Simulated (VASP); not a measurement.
# Ta4O (P4/mmm) in VASP: further runs, part 2 of 2

VASP 6.6.1. The steps go on from the part before.

### 4 Single point, PBE

INCAR

```
PREC = Accurate ; ENCUT = 520
EDIFF = 1E-7 ; ISMEAR = 0
SIGMA = 0.1 ; LREAL = False
LASPH = True ; NELM = 60
ALGO = Normal ; ISIF = 2
LWAVE = False ; LCHARG = False
GGA = PE ; NBANDS = 33
```

KPOINTS

```
regular mesh
0
Gamma
  12 12 6
```

POSCAR

```
Ta4O
1.0
    3.2574970000      0.0000000000      0.0000000000
    0.0000000000      3.2574970000      0.0000000000
    0.0000000000      0.0000000000      7.4093410000
Ta O
4 1
Direct
    0.0000000000      0.0000000000      0.5000000000
    0.5000000000      0.5000000000      0.7831580000
    0.5000000000      0.5000000000      0.2168420000
    0.0000000000      0.0000000000      0.0000000000
    0.5000000000      0.5000000000      0.5000000000
```

Potentials or basis: VASP PAW PBE potentials, release 64 (Ta_pv, O).

The run is started by

```sh
cat potpaw_PBE.64/Ta_pv/POTCAR potpaw_PBE.64/O/POTCAR > POTCAR
mpirun -np 1 vasp_std > vasp.out
```

OUTCAR:

```text
PREC = Accurate
   ENCUT = 520
   EDIFF = 1E-7
   ISMEAR = 0
   LREAL = False
   LASPH = True
   NELM = 60
   ISIF = 2
   GGA = PE

 ion  position               nearest neighbor table
   1  0.000  0.000  0.500-   5 2.30   5 2.30   5 2.30   5 2.30   3 3.12   3 3.12   2 3.12   3 3.12
                             2 3.12   2 3.12   3 3.12   2 3.12
   2  0.500  0.500  0.783-   5 2.10   4 2.81   4 2.81   4 2.81   4 2.81   1 3.12   1 3.12   1 3.12
                             1 3.12   3 3.21
   3  0.500  0.500  0.217-   5 2.10   4 2.81   4 2.81   4 2.81   4 2.81   1 3.12   1 3.12   1 3.12
                             1 3.12   2 3.21
   4  0.000  0.000  0.000-   2 2.81   3 2.81   2 2.81   3 2.81   2 2.81   3 2.81   2 2.81   3 2.81

   5  0.500  0.500  0.500-   2 2.10   3 2.10   1 2.30   1 2.30   1 2.30   1 2.30

  LATTYP: Found a simple tetragonal cell.
 ALAT       =     3.2574970000
 C/A-ratio  =     2.2745503680

  Lattice vectors:

 A1 = (   3.2574970000,   0.0000000000,   0.0000000000)
 A2 = (   0.0000000000,   3.2574970000,   0.0000000000)
 A3 = (   0.0000000000,   0.0000000000,   7.4093410000)

Analysis of symmetry for initial positions (statically):
=====================================================================
 Subroutine PRICEL returns:
 Original cell was already a primitive cell.

 Routine SETGRP: Setting up the symmetry group for a
 simple tetragonal supercell.

 Subroutine GETGRP returns: Found 16 space group operations
 (whereof 16 operations were pure point group operations)
 out of a pool of 16 trial point group operations.

The static configuration has the point symmetry D_4h.

Analysis of symmetry for dynamics (positions and initial velocities):
=====================================================================
 Subroutine PRICEL returns:
 Original cell was already a primitive cell.

 Routine SETGRP: Setting up the symmetry group for a
 simple tetragonal supercell.

 Subroutine GETGRP returns: Found 16 space group operations
 (whereof 16 operations were pure point group operations)
[... 129 lines left out ...]
  volume/ion in A,a.u.               =      15.72       106.11
  Fermi-wavevector in a.u.,A,eV,Ry     =   1.407826  2.660405 26.966391  1.981974
  Thomas-Fermi vector in A             =   2.530046
   LORBIT       =      0    0 simple, 1 ext, 2 COOP (PROOUT), +10 PAW based schemes
   GGA     = PE    functional components
   LHFCALC =     F    Hartree Fock is set to
   AEXX    =    0.0000 exact exchange contribution
   IVDW    =     0    specifies the selected vdW correction
   LEPSILON=     F    determine dielectric tensor
   LRPA    =     F    only Hartree local field effects (RPA)
 non-spin polarized calculation
 Gauss-broadening in eV      SIGMA  =   0.10
  energy-cutoff  :      520.00
  volume of cell :       78.62
 maximum number of plane-waves:      2144
   NGX = 13   NGY = 13   NGZ = 27

 number of electron      50.0000004 magnetization

 Free energy of the ion-electron system (eV)
  ---------------------------------------------------
  ext. energy  EPLUGINS =         0.00000000
  ---------------------------------------------------
  free energy    TOTEN  =       -55.09065794 eV

  energy without entropy =      -55.08177839  energy(sigma->0) =      -55.08621816

 E-fermi :   6.4062     XC(G=0): -12.5999

 val. band max:        6.4025988821   @ k =   0.3333   0.0000   0.0000
 cond. band min:       6.4160870094   @ k =   0.5000   0.2500   0.0000
 fundamental gap:      0.0134881273
 Fermi energy:         6.4062123856

 k-point     1 :       0.0000    0.0000    0.0000
  band No.  band energies     occupation
      1     -29.1564      2.00000
      2     -29.1564      2.00000
      3     -28.7940      2.00000
      4     -28.2285      2.00000
      5     -28.1046      2.00000
      6     -27.8973      2.00000
[... 853 lines left out ...]
     32      10.3932      0.00000
     33      10.6287      0.00000

 [... further k-points ...]

------------------------ aborting loop because EDIFF is reached ----------------------------------------

  FORCE on cell =-STRESS in cart. coord.  units (eV):
  Direction    XX          YY          ZZ          XY          YZ          ZX
  --------------------------------------------------------------------------------------
  -------------------------------------------------------------------------------------
  Total       -0.2438290     -0.2438290     -0.3855431     -0.0000000      0.0000000      0.0000000
  in kB       -4.9687640     -4.9687640     -7.8566226     -0.0000000      0.0000000      0.0000000
  external PRESSURE =      -5.9313836 kB  Pullay stress =       0.0000000 kB

 VOLUME and BASIS-vectors are now :
 -----------------------------------------------------------------------------
  energy-cutoff  :      520.00
  volume of cell :       78.62
      direct lattice vectors                 reciprocal lattice vectors
     3.257497000  0.000000000  0.000000000     0.306984166  0.000000000  0.000000000
     0.000000000  3.257497000  0.000000000     0.000000000  0.306984166  0.000000000
     0.000000000  0.000000000  7.409341000     0.000000000  0.000000000  0.134964769

 POSITION                                       TOTAL-FORCE (eV/Angst)
 -----------------------------------------------------------------------------------
      0.00000      0.00000      3.70467        -0.000000      0.000000      0.000000
      1.62875      1.62875      5.80268        -0.000000     -0.000000     -0.022534
      1.62875      1.62875      1.60666         0.000000     -0.000000      0.022534
      0.00000      0.00000      0.00000        -0.000000      0.000000      0.000000
      1.62875      1.62875      3.70467        -0.000000      0.000000      0.000000
 -----------------------------------------------------------------------------------
    total drift:                                0.000000     -0.000000      0.000000

  FREE ENERGIE OF THE ION-ELECTRON SYSTEM (eV)
  ---------------------------------------------------
  free  energy   TOTEN  =       -55.0906579416 eV

  energy  without entropy=      -55.0817783872  energy(sigma->0) =      -55.08621816
```

stdout:

```text
POSCAR found type information on POSCAR TaO
 POSCAR found :  2 types and       5 ions
 scaLAPACK will be used
 LDA part: xc-table for (Slater+PW92), standard interpolation
 POSCAR, INCAR and KPOINTS ok, starting setup
 FFT: planning ... GRIDC
 FFT: planning ... GRID_SOFT
 FFT: planning ... GRID
 WAVECAR not read
 entering main loop
```

Run time: 3.4 min. Hardware: 1 thread of Intel Xeon Platinum 8259CL at 2.50GHz (Skylake/Cascade Lake), shared host; peak memory 0.34 GiB.

What came out:

```
Free energy            : -55.0907 eV
Pressure               : -0.6 GPa
Largest force          : 0.023 eV/Å
Band gap on the k mesh : zero (bands 25 and 26 overlap by 0.98 eV)
```

Forces in eV/Å, atoms in the order of the input:
```
Ta   0.000  0.000  0.000
Ta   0.000  0.000 -0.023
Ta   0.000  0.000  0.023
Ta   0.000  0.000  0.000
O    0.000  0.000  0.000
```

Stress tensor (GPa, compression positive):
```
-0.50  0.00  0.00
 0.00 -0.50  0.00
 0.00  0.00 -0.79
```

Caveat: spin-orbit coupling is left out, which moves the levels of the heavy elements.

### 5 Single point, PBE

INCAR

```
  PREC = Accurate
  ENCUT = 520
  EDIFF = 1E-6
  ISMEAR = 0
  SIGMA = 0.01
  LREAL = False
  LASPH = True
  NELM = 100
  ALGO = Normal
  ISIF = 2
  LWAVE = False
  LCHARG = True
  GGA = PE
  LELF = True
  LVHAR = True
  NBANDS = 33
```

KPOINTS is that of step 4.

POSCAR is that of step 4.

The run is started by

```sh
cat potpaw_PBE.64/Ta_pv/POTCAR potpaw_PBE.64/O/POTCAR > POTCAR
mpirun -np 1 vasp_std > vasp.out
```

It took 3.3 min on 1 thread of Intel Xeon Platinum 8259CL at 2.50GHz (Skylake/Cascade Lake), shared host; peak memory 0.34 GiB.

It converged, with:

```yaml
Free_energy: -55.0866 eV
Pressure: -0.6 GPa
Largest_force: 0.015 eV/Å
Band_gap_on_the_k_mesh: zero (bands 25 and 26 overlap by 0.98 eV)
```

Forces on the atoms (eV/Å):
```
Ta   0.000  0.000  0.000
Ta   0.000  0.000 -0.015
Ta   0.000  0.000  0.015
Ta   0.000  0.000  0.000
O    0.000  0.000  0.000
```

Stress tensor (GPa, compression positive):
```
-0.57  0.00  0.00
 0.00 -0.57  0.00
 0.00  0.00 -0.75
```

Levels at points of the mesh, in eV from the Fermi level:
```
           k point  band 23  band 24  band 25  band 26  band 27  band 28
(0.00, 0.00, 0.00)    -0.44    -0.44    -0.20     0.53     1.04     1.04
(0.50, 0.00, 0.00)    -0.91    -0.66     0.22     0.91     0.93     1.31
(0.50, 0.50, 0.00)    -1.49    -0.66    -0.66     1.67     2.40     2.75
(0.00, 0.00, 0.50)    -0.51    -0.51     0.17     0.69     0.69     0.82
(0.50, 0.00, 0.50)    -1.00    -0.64    -0.42     1.03     1.30     1.58
(0.50, 0.50, 0.50)    -1.69     0.02     0.02     1.66     1.92     1.92
```

Caveat: spin-orbit coupling is left out, which moves the levels of the heavy elements.

### 6 Single point, PBE

INCAR

```
  ALGO = Normal
  EDIFF = 1E-6
  ENCUT = 520
  GGA = PE
  ISIF = 2
  ISMEAR = 0
  LASPH = True
  LCHARG = False
  LREAL = False
  LWAVE = False
  NBANDS = 33
  NELM = 60
  PREC = Accurate
  SIGMA = 0.3
```

KPOINTS

```
k-points
0
Gamma
  12 12 6
```

POSCAR is that of step 5.

Potentials or basis: VASP PAW PBE potentials, release 64 (Ta_pv, O).

The run is started by

```sh
cat potpaw_PBE.64/Ta_pv/POTCAR potpaw_PBE.64/O/POTCAR > POTCAR
mpirun -np 1 vasp_std > vasp.out
```

Wall time 3.1 min (1 thread of Intel Xeon Platinum 8259CL at 2.50GHz (Skylake/Cascade Lake), shared host); peak memory 0.34 GiB.

The run converged. Its results:

| Property | Result |
| --- | --- |
| Free energy | -55.1353 eV |
| Pressure | -0.4 GPa |
| Largest force | 0.024 eV/Å |
| Band gap on the k mesh | zero (bands 25 and 26 overlap by 0.98 eV) |

Forces on the atoms (eV/Å):
```
Ta   0.000  0.000  0.000
Ta   0.000  0.000 -0.024
Ta   0.000  0.000  0.024
Ta   0.000  0.000  0.000
O    0.000  0.000  0.000
```

Stress tensor (GPa, compression positive):
```
-0.37  0.00  0.00
 0.00 -0.37  0.00
 0.00  0.00 -0.49
```

Levels at points of the mesh, in eV from the Fermi level:
```
           k point  band 21  band 22  band 23  band 24  band 25  band 26  band 27  band 28  band 29  band 30
(0.00, 0.00, 0.00)    -2.60    -1.55    -0.44    -0.44    -0.21     0.52     1.03     1.03     1.30     1.64
(0.50, 0.00, 0.00)    -1.47    -1.09    -0.92    -0.66     0.21     0.91     0.93     1.31     1.72     1.96
(0.50, 0.50, 0.00)    -2.03    -1.50    -1.50    -0.67    -0.67     1.66     2.39     2.75     2.75     3.17
(0.00, 0.00, 0.50)    -3.48    -0.55    -0.52    -0.52     0.16     0.68     0.68     0.82     1.07     1.83
(0.50, 0.00, 0.50)    -1.70    -1.17    -1.01    -0.65    -0.43     1.03     1.30     1.58     1.83     2.33
(0.50, 0.50, 0.50)    -2.73    -1.70    -1.70     0.02     0.02     1.65     1.92     1.92     2.91     3.17
```

Caveat: so wide a smearing shifts energies and pressures; spin-orbit coupling is left out, which moves the levels of the heavy elements.

### 7 Relaxation of cell and atoms, PBE+D3(BJ)

INCAR

```
SYSTEM = Ta4O
PREC = Accurate
ENCUT = 600
EDIFF = 1E-6
ISMEAR = 0
SIGMA = 0.1
LREAL = .False.
LASPH = .True.
NELM = 80
ALGO = Normal
ISIF = 3
LWAVE = .False.
LCHARG = .False.
GGA = PE
IVDW = 12
IBRION = 2
NSW = 80
EDIFFG = -0.01
```

KPOINTS

```
Automatic mesh
0
Gamma
  12 12 6
  0 0 0
```

POSCAR is that of step 6.

The run is started by

```sh
cat potpaw_PBE.64/Ta_pv/POTCAR potpaw_PBE.64/O/POTCAR > POTCAR
mpirun -np 1 vasp_std > vasp.out
```

Run time: 36 min. Hardware: 1 thread of Intel Xeon 8259CL, shared host; peak memory 0.42 GiB.

The run converged. Its results:

* Free energy: -57.8581 eV
* Relaxed volume: 15.26 Å³/atom
* Relaxed cell: a = 3.221 Å, b = 3.221 Å, c = 7.357 Å, α = 90.00°, β = 90.00°, γ = 90.00°
* Space group after relaxing (to 0.1 Å): P4/mmm (No. 123)
* Energy gained by relaxing: 9.4 meV/atom
* Ionic steps: 10
* Pressure after relaxing: 0.0 GPa
* Largest force after relaxing: 0.007 eV/Å
* Band gap on the k mesh: zero (bands 25 and 26 overlap by 1.04 eV)
* Dispersion energy per atom: -0.560 eV

Forces in eV/Å, atoms in the order of the input:
```
Ta   0.000  0.000  0.000
Ta   0.000  0.000  0.007
Ta   0.000  0.000 -0.007
Ta   0.000  0.000  0.000
O    0.000  0.000  0.000
```

Step by step:
```tsv
step	energy change (eV)	largest force (eV/Å)	pressure (GPa)	volume (Å³)
1	0.0000	0.0362	-6.39	78.62
2	0.1890	0.2923	16.93	71.70
3	-0.0461	0.0437	-0.17	76.43
4	-0.0461	0.0454	-0.05	76.38
5	-0.0461	0.0471	0.08	76.33
6	-0.0469	0.0479	0.14	76.27
7	-0.0469	0.0344	0.14	76.28
8	-0.0469	0.0141	-0.22	76.40
9	-0.0470	0.0223	-0.09	76.35
10	-0.0470	0.0073	0.01	76.32
```

Final structure:
```
CELL_PARAMETERS angstrom
3.22090 0.00000 0.00000
0.00000 3.22090 0.00000
0.00000 0.00000 7.35676
ATOMIC_POSITIONS crystal
Ta 0.00000 0.00000 0.50000
Ta 0.50000 0.50000 0.78303
Ta 0.50000 0.50000 0.21697
Ta 0.00000 0.00000 0.00000
O 0.50000 0.50000 0.50000
```

Levels at points of the mesh, in eV from the Fermi level:
| k point | band 22 | band 23 | band 24 | band 25 | band 26 | band 27 | band 28 | band 29 |
| --- | --- | --- | --- | --- | --- | --- | --- | --- |
| (0.00, 0.00, 0.00) | -1.65 | -0.48 | -0.48 | -0.09 | 0.56 | 1.08 | 1.08 | 1.32 |
| (0.50, 0.00, 0.00) | -1.14 | -0.95 | -0.68 | 0.20 | 0.95 | 0.98 | 1.40 | 1.78 |
| (0.50, 0.50, 0.00) | -1.53 | -1.53 | -0.64 | -0.64 | 1.82 | 2.47 | 2.88 | 2.88 |
| (0.00, 0.00, 0.50) | -0.63 | -0.54 | -0.54 | 0.29 | 0.69 | 0.69 | 0.86 | 1.13 |
| (0.50, 0.00, 0.50) | -1.21 | -1.05 | -0.60 | -0.44 | 1.09 | 1.35 | 1.57 | 1.87 |
| (0.50, 0.50, 0.50) | -1.77 | -1.77 | 0.11 | 0.11 | 1.82 | 1.98 | 1.98 | 3.03 |

Caveat: spin-orbit coupling is left out, which moves the levels of the heavy elements.

### 8 The runs side by side

| task | level | cell | k mesh | cutoff (eV) | smearing | gap on the mesh (eV) | pressure (GPa) | largest force (eV/Å) |
| --- | --- | --- | --- | --- | --- | --- | --- | --- |
| single point | PBE | as given | 10 × 10 × 6 | 520 | gaussian 0.1 eV | none | -0.6 | 0.03 |
| single point | PBE | as given | 10 × 10 × 6, shifted | 520 | gaussian 0.1 eV | none | -0.5 | 0.04 |
| single point | PBE | as given | 12 × 12 × 6 | 520 | gaussian 0.1 eV | none | -0.6 | 0.02 |
| single point | PBE | as given | 12 × 12 × 6 | 520 | gaussian 0.01 eV | none | -0.6 | 0.01 |
| single point | PBE | as given | 12 × 12 × 6 | 520 | gaussian 0.3 eV | none | -0.4 | 0.02 |
| relaxation of cell and atoms | PBE+D3(BJ) | relaxed | 12 × 12 × 6 | 600 | gaussian 0.1 eV | none | 0.0 | 0.01 |

Alike in all rows: potentials or basis VASP PAW PBE potentials, release 64 (Ta_pv, O); no spin polarisation.

Caveats: spin-orbit coupling is left out, which moves the levels of the heavy elements; so wide a smearing shifts energies and pressures (at least some runs).

Absolute energies hang on the potentials; compare differences alone.
